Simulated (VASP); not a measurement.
Pt: single point with PBEsol+D3(BJ)

The system is Pt.

```
Pt
1.0
     2.67811    0.00000    0.00000
    -0.89270    2.52495    0.00000
    -0.89270   -1.26247    2.18667
Pt
1
Direct
  0.00000 0.00000 0.00000
```

```json
{"Program": "VASP 6.6.1", "Task": "single point", "Functional": "PBEsol", "Dispersion": "D3(BJ)", "Potentials or basis": "VASP PAW PBE potentials, release 64 (Pt)", "Cutoff": "520 eV", "k mesh": "13 × 13 × 13", "Occupations": "fermi-dirac, width 0.05 eV", "Spin": "no spin polarisation", "Dipole correction": "no", "Further INCAR settings": "ALGO = Normal; EDIFF = 1e-07; NBANDS = 11"}
```

```
Pressure                   : -0.4 GPa
Band gap on the k mesh     : zero (band 5 reaches 12.29 eV, above the bottom of band 6 at 9.97 eV)
Dispersion energy per atom : -0.764 eV
```

Levels at points of the mesh, in eV from the Fermi level:
| k point | band 3 | band 4 | band 5 | band 6 | band 7 | band 8 |
| --- | --- | --- | --- | --- | --- | --- |
| (0.00, 0.00, 0.00) | -3.93 | -3.93 | -1.16 | -1.16 | 16.99 | 16.99 |

Run time: 8.9 s on 1 thread of AMD EPYC 7R13 Processor (Zen 3), with other jobs on the host, peak memory 0.11 GiB.

Caveat: the PAW data sets were made with another functional, which shifts forces and pressure a little; spin-orbit coupling is left out, which moves the levels of the heavy elements; pairwise dispersion overbinds metals, which lowers pressure and volume.
